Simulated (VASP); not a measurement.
## Rb: single point with PBEsol

The system is Rb.

```xyz
1
Lattice="-2.8574 2.8574 2.6545 2.8574 -2.8574 2.6545 2.8574 2.8574 -2.6545" Properties=species:S:1:pos:R:3 pbc="T T T"
Rb    0.0000    0.0000    0.0000
```

- Program: VASP 6.6.1
- Task: single point
- Functional: PBEsol
- Potentials or basis: VASP PAW PBE potentials, release 64 (Rb_sv)
- Cutoff: 520 eV
- k mesh: 12 × 12 × 12
- Occupations: gaussian, width 0.1 eV
- Spin: no spin polarisation

```json
{
 "Pressure": "0.0 GPa",
 "Band gap on the k mesh": "zero (an odd number of electrons rules out a gap without spin polarisation)"
}
```

Levels at points of the mesh, in eV from the Fermi level:
```tsv
k point	band 2	band 3	band 4	band 5	band 6	band 7	band 8	band 9
(0.00, 0.00, 0.00)	-12.87	-12.87	-12.86	-2.03	3.48	3.88	3.88	4.43
(0.50, 0.00, 0.00)	-12.98	-12.90	-12.87	0.28	0.89	2.48	4.42	5.20
(0.50, 0.50, 0.00)	-12.98	-12.90	-12.86	0.14	0.71	2.89	4.18	5.16
(0.50, 0.50, 0.50)	-12.95	-12.95	-12.93	1.14	1.33	3.13	3.13	3.89
```

Run time: 40 s on 1 thread of Intel(R) Xeon(R) 6975P-C (Granite Rapids) (shared host), peak memory 0.29 GiB.

Caveat: the PAW data sets were made with another functional, which shifts forces and pressure a little.
